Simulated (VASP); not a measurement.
Set up this calculation in VASP 6.6.1, as the native input.

```yaml
Task: single point
Functional: PBEsol
Potentials_or_basis: VASP PAW PBE potentials, release 64 (Ni, Sb)
Cutoff: 520 eV
k_mesh: 12 × 12 × 10
Occupations: gaussian, width 0.1 eV
Spin: no spin polarisation
Dipole_correction: no
Further_INCAR_settings: ALGO = Normal; EDIFF = 1e-07; NBANDS = 23
```

The structure of NiSb lies in POSCAR:

```
NiSb
1.0
    3.6782805898      0.0000000000      0.0000000000
   -1.8391402949      3.1854844330      0.0000000000
    0.0000000000      0.0000000000      4.7429522134
Ni Sb
2 2
Direct
    0.0000000000      0.0000000000      0.0000000000
    0.0000000000      0.0000000000      0.5000000000
    0.3333333333      0.6666666667      0.2500000000
    0.6666666667      0.3333333333      0.7500000000
```

These files were run (other wordings do the same):

INCAR

```
SYSTEM = NiSb
PREC     = Accurate       ! precision mode
ENCUT    = 520            ! plane-wave cutoff, eV
EDIFF    = 1E-7           ! SCF threshold, eV
ISMEAR   = 0              ! smearing method
SIGMA    = 0.1            ! smearing width, eV
LREAL    = .False.        ! projectors in reciprocal space
LASPH    = .True.         ! aspherical terms in the spheres
NELM     = 100            ! most SCF steps
ALGO     = Normal         ! electronic algorithm
ISIF     = 2              ! what is computed and relaxed
LWAVE    = .False.        ! write WAVECAR
LCHARG   = .True.         ! write CHGCAR
GGA      = PS             ! functional
LELF     = .True.         ! ELF
LVHAR    = .True.       
NBANDS   = 23             ! bands
```

KPOINTS

```
regular mesh
0
Gamma
  12 12 10
  0 0 0
```

Potentials or basis: VASP PAW PBE potentials, release 64 (Ni, Sb).

Command:

```console
$ cat potpaw_PBE.64/Ni/POTCAR potpaw_PBE.64/Sb/POTCAR > POTCAR
$ mpirun -np 1 vasp_std > vasp.out
```

It gave:

```json
{"Pressure": "40.1 GPa", "Band gap on the k mesh": "zero (band 15 reaches 15.91 eV, above the bottom of band 16 at 11.53 eV)"}
```

Caveat: the PAW data sets were made with another functional, which shifts forces and pressure a little; spin-orbit coupling is left out, which moves the levels of the heavy elements.

Run time: 2.2 min on 1 thread of Intel(R) Xeon(R) Platinum 8259CL CPU @ 2.50GHz (Skylake/Cascade Lake), on a shared host, peak memory 0.27 GiB.
